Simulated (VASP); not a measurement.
Si2W3, 10 atoms in the cell. Symmetry: Amm2, No. 38, orthorhombic system. Conventional cell: a = 3.312 Å, b = 9.376 Å, c = 9.376 Å, α = 90.00°, β = 90.00°, γ = 90.00°. Within 3.4 Å of Si (site symmetry mm2) lie 3 Si at 2.52 to 3.31 Å and 8 W at 2.55 to 2.59 Å. Within 3.4 Å of Si (site symmetry mm2) lie 3 Si at 2.52 to 3.31 Å and 8 W at 2.53 to 2.57 Å. Si (site symmetry m) has 3 Si at 2.52 to 3.31 Å and 8 W at 2.55 to 2.61 Å within 3.4 Å. W (site symmetry m) has 4 Si at 2.56 to 2.61 Å and 10 W at 2.99 to 3.31 Å within 3.4 Å. Within 3.6 Å of W (site symmetry mm2) lie 6 Si at 2.53 to 2.58 Å and 11 W at 2.99 to 3.53 Å. Within 3.6 Å of W (site symmetry mm2) lie 6 Si at 2.55 to 2.57 Å and 11 W at 2.99 to 3.53 Å. Within 3.6 Å of W (site symmetry m) lie 6 Si at 2.55 to 2.57 Å and 11 W at 2.99 to 3.53 Å.  This cell differs from its parent crystal: all Si atoms moved +0.025 Å, as atom 1 towards its neighbour atom 2 (Si) at 2.517 Å.

| Item | Value |
| --- | --- |
| Program | VASP 6.6.1 |
| Task | single point |
| Functional | PBE |
| Potentials or basis | VASP PAW PBE potentials, release 64 (Si, W_sv) |
| Cutoff | 520 eV |
| k mesh | 6 × 6 × 12 |
| Occupations | gaussian, width 0.15 eV |
| Spin | no spin polarisation |
| Dipole correction | no |
| Further INCAR settings | ALGO = Fast; EDIFF = 1e-07; NBANDS = 61 |

Potentials or basis: VASP PAW PBE potentials, release 64 (Si, W_sv).

Launch:

```bash
$ cat potpaw_PBE.64/Si/POTCAR potpaw_PBE.64/W_sv/POTCAR > POTCAR
$ mpirun -np 1 vasp_std > vasp.out
```

Hardware: 1 thread of Intel(R) Xeon(R) 6975P-C (Granite Rapids) (shared host).

Problem. Estimate the wall time of this run.

Solution. Run time: 9.7 min on 1 thread of Intel(R) Xeon(R) 6975P-C (Granite Rapids), on a shared host, peak memory 0.63 GiB. Counts: scf iterations 21, k points 91.
